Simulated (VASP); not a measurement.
SrTiO3:

```
CELL_PARAMETERS angstrom
-2.75550 2.75550 3.89800
2.75550 -2.75550 3.89800
2.75550 2.75550 -3.89800
ATOMIC_POSITIONS crystal
Sr 0.75000 0.25000 0.50000
Sr 0.25000 0.75000 0.50000
Ti 0.00000 0.00000 0.00000
Ti 0.50000 0.50000 0.00000
O 0.25000 0.25000 0.00000
O 0.75000 0.75000 0.00000
O 0.74510 0.24510 0.99020
O 0.24510 0.25490 0.50000
O 0.25490 0.75490 0.00980
O 0.75490 0.74510 0.50000
```

| Quantity | Value |
| --- | --- |
| Program | VASP 6.6.1 |
| Task | relaxation of cell and atoms |
| Functional | PBE |
| Potentials or basis | VASP PAW PBE potentials, release 64 (Sr_sv, Ti_sv, O) |
| Cutoff | 600 eV |
| k mesh | 4 × 4 × 4 |
| Occupations | gaussian, width 0.1 eV |
| Spin | collinear spin |
| Starting moments | [0.0, 0.0, 1.0, 1.0, 0.0, 0.0, 0.0, 0.0, 0.0, 0.0] μB |

At the start: pressure 5.9 GPa; volume 11.84 Å³/atom.

Q: How do energy, volume and symmetry change on relaxing?

A: Over 3 steps the energy falls by 7.1 meV/atom and the volume is 12.23 Å³/atom (+3.3 %); space group Pm-3m (No. 221, to 0.1 Å) before and after; moment 0.00 μB per cell.

The path:
```csv
step,energy change (eV),largest force (eV/Å),pressure (GPa),volume (Å³)
1,0.0000,0.0152,5.92,118.39
2,-0.0145,0.0063,-4.73,126.04
3,-0.0708,0.0103,-0.02,122.34
```

Final structure:
```
Sr Ti O
1.0
    -2.78588    2.78588    3.94091
     2.78588   -2.78588    3.94091
     2.78588    2.78588   -3.94091
Sr Ti O
2 2 6
Direct
  0.75000 0.25000 0.50000
  0.25000 0.75000 0.50000
  0.00000 0.00000 0.00000
  0.50000 0.50000 0.00000
  0.25000 0.25000 0.00000
  0.75000 0.75000 0.00000
  0.74505 0.24505 0.99010
  0.24505 0.25495 0.50000
  0.25495 0.75495 0.00990
  0.75495 0.74505 0.50000
```
